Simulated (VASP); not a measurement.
## GaP: relaxation of cell and atoms with PBE

The system is GaP.

```
CELL_PARAMETERS angstrom
0.00000 2.62129 2.62129
2.62129 0.00000 2.62129
2.62129 2.62129 0.00000
ATOMIC_POSITIONS crystal
Ga 0.00000 0.00000 0.00000
P 0.25000 0.25000 0.25000
```

```json
{
 "Program": "VASP 6.6.1",
 "Task": "relaxation of cell and atoms",
 "Functional": "PBE",
 "Potentials or basis": "VASP PAW PBE potentials, release 64 (Ga_d, P)",
 "Cutoff": "600 eV",
 "k mesh": "10 × 10 × 10",
 "Occupations": "gaussian, width 0.02 eV",
 "Spin": "no spin polarisation",
 "Target pressure": "15 GPa",
 "Dipole correction": "no",
 "Further INCAR settings": "ALGO = Normal; EDIFF = 1e-06; IBRION = 2; EDIFFG = -0.008; NSW = 70; ISIF = 3"
}
```

```yaml
Relaxed_volume: 18.08 Å³/atom
Relaxed_cell: a = 3.712 Å, b = 3.712 Å, c = 3.712 Å, α = 60.00°, β = 60.00°, γ = 60.00°
Space_group_after_relaxing_to_0.05_Å: F-43m (No. 216)
Energy_change_on_relaxing_the_enthalpy_is_what_falls: -6.7 meV/atom
Ionic_steps: 3
Pressure_after_relaxing: 15.0 GPa
Band_gap_on_the_k_mesh: 1.39 eV, indirect (least direct gap 2.78 eV)
```

Step by step:
```
step  energy change (eV)  largest force (eV/Å)  pressure (GPa)  volume (Å³)
   1              0.0000                0.0000           15.51        36.02
   2             -0.0278                0.0000           14.42        36.32
   3             -0.0133                0.0000           15.04        36.16
```

Final structure:
```xyz
2
Lattice="0.0000 2.6247 2.6247 2.6247 0.0000 2.6247 2.6247 2.6247 0.0000" Properties=species:S:1:pos:R:3 pbc="T T T"
Ga    0.0000    0.0000    0.0000
P     1.3123    1.3123    1.3123
```

Levels at points of the mesh, in eV from the valence-band top:
| k point | band 6 | band 7 | band 8 | band 9 | band 10 | band 11 | band 12 | band 13 |
| --- | --- | --- | --- | --- | --- | --- | --- | --- |
| (0.00, 0.00, 0.00) | -13.40 | 0.00 | 0.00 | 0.00 | 2.78 | 3.84 | 3.84 | 3.84 |
| (0.50, 0.00, 0.00) | -10.94 | -7.33 | -1.29 | -1.29 | 2.02 | 4.66 | 4.66 | 8.45 |
| (0.50, 0.50, 0.00) | -9.88 | -7.32 | -3.10 | -3.10 | 1.39 | 1.68 | 11.44 | 11.44 |

It took 110 s on 1 thread of Intel Xeon 6975P-C, with other jobs on the host, peak memory 0.19 GiB.

Caveat: the cell is relaxed towards a set pressure, so the enthalpy falls and the energy may rise. A k mesh can miss the band edges.
